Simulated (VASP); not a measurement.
Wanted: the native input for a VASP 6.6.1 run.

| Property | Result |
| --- | --- |
| Task | single point |
| Functional | LDA |
| Potentials or basis | VASP PAW LDA potentials, release 64 (Ni, Ge_d) |
| Cutoff | 520 eV |
| k mesh | 12 × 12 × 12 |
| Occupations | fermi-dirac, width 0.15 eV |
| Spin | no spin polarisation |
| Dipole correction | no |
| Further INCAR settings | ALGO = Fast; EDIFF = 1e-06; NBANDS = 30 |

The structure of Ni3Ge lies in POSCAR:

```
Ni3Ge
1.0
    3.4808424712      0.0000000000      0.0000000000
    0.0000000000      3.4808424712      0.0000000000
    0.0000000000      0.0000000000      3.4808424712
Ni Ge
3 1
Direct
    0.5000000000      0.0000000000      0.5000000000
    0.0000000000      0.5000000000      0.5000000000
    0.5000000000      0.5000000000      0.0000000000
    0.0000000000      0.0000000000      0.0000000000
```

These files were run (other wordings do the same):

INCAR

```
SYSTEM = Ni3Ge
PREC = Accurate
ENCUT = 520
EDIFF = 1E-6
ISMEAR = -1
SIGMA = 0.15
LREAL = .FALSE.
LASPH = .TRUE.
NELM = 100
ALGO = Fast
ISIF = 2
LWAVE = .FALSE.
LCHARG = .FALSE.
GGA = CA
NBANDS = 30
```

KPOINTS

```
regular mesh
0
G
  12 12 12
  0 0 0
```

Potentials or basis: VASP PAW LDA potentials, release 64 (Ni, Ge_d).

Launch:

```bash
$ cat potpaw_LDA.64/Ni/POTCAR potpaw_LDA.64/Ge_d/POTCAR > POTCAR
$ mpirun -np 1 vasp_std > vasp.out
```

Results of the run:

```yaml
Pressure: 2.5 GPa
Band_gap_on_the_k_mesh: zero (bands 22 and 23 overlap by 0.24 eV)
```

It took 110 s on 1 thread of Intel(R) Xeon(R) Platinum 8488C (Sapphire Rapids) (shared host), peak memory 0.2 GiB.
